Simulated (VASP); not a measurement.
A run of VASP 6.6.1 is set up as follows.

INCAR

```
PREC = Accurate
ENCUT = 520
EDIFF = 1E-7
ISMEAR = 0
SIGMA = 0.15
LREAL = False
LASPH = True
NELM = 100
ALGO = Fast
ISIF = 2
LWAVE = False
LCHARG = False
GGA = PS
NBANDS = 12
```

Contents of KPOINTS:

```
Automatic mesh
0
Gamma
  22 22 22
```

The input POSCAR:

```
Nb
1.0
   -2.0454810749      1.6848795480      1.6848795480
    1.6848795480     -2.0454810749      1.6848795480
    1.6848795480      1.6848795480     -2.0454810749
Nb
1
Direct
    0.0000000000      0.0000000000      0.0000000000
```

Potentials or basis: VASP PAW PBE potentials, release 64 (Nb_sv).

Command:

```sh
$ cat potpaw_PBE.64/Nb_sv/POTCAR > POTCAR
$ mpirun -np 1 vasp_std > vasp.out
```

Estimate the pressure.

8.9 GPa.

Estimate the band gap on the k mesh.

zero (an odd number of electrons rules out a gap without spin polarisation).

Stress tensor (GPa, compression positive):
```
 8.91 24.87 24.87
24.87  8.91 24.87
24.87 24.87  8.91
```

Caveat: the cell stands under pressure; the PAW data sets were made with another functional, which shifts forces and pressure a little.
